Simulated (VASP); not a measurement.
Input of a VASP 6.6.1 run:

File INCAR:

```
PREC = Accurate ; ENCUT = 500
EDIFF = 1E-6 ; ISMEAR = -1
SIGMA = 0.02 ; LREAL = F
LASPH = T ; NELM = 120
ALGO = Normal ; ISIF = 2
LWAVE = F ; LCHARG = F
GGA = PS ; ISYM = 0
NBANDS = 16 ; GGA_COMPAT = F
```

KPOINTS

```
Automatic mesh
0
Gamma
  4 4 4
  0 0 0.5
```

Contents of POSCAR:

```
HgTe
1.0
    0.0000000000      3.2891578872      3.2891578872
    3.2891578872      0.0000000000      3.2891578872
    3.2891578872      3.2891578872      0.0000000000
Hg Te
1 1
Direct
    0.0000000000      0.0000000000      0.0000000000
    0.2500000000      0.2500000000      0.2500000000
```

Potentials or basis: VASP PAW PBE potentials, release 64 (Hg, Te).

Command:

```sh
$ cat potpaw_PBE.64/Hg/POTCAR potpaw_PBE.64/Te/POTCAR > POTCAR
$ mpirun -np 1 vasp_std > vasp.out
```

**Question.** Predict the band gap on the k mesh.

**Answer.** 0.72 eV.

**Question.** Predict the pressure.

**Answer.** -1.1 GPa.

Caveat: the PAW data sets were made with another functional, which shifts forces and pressure a little; spin-orbit coupling is left out, which moves the levels of the heavy elements; a shifted mesh leaves out Γ, where band edges can lie. A k mesh can miss the band edges.
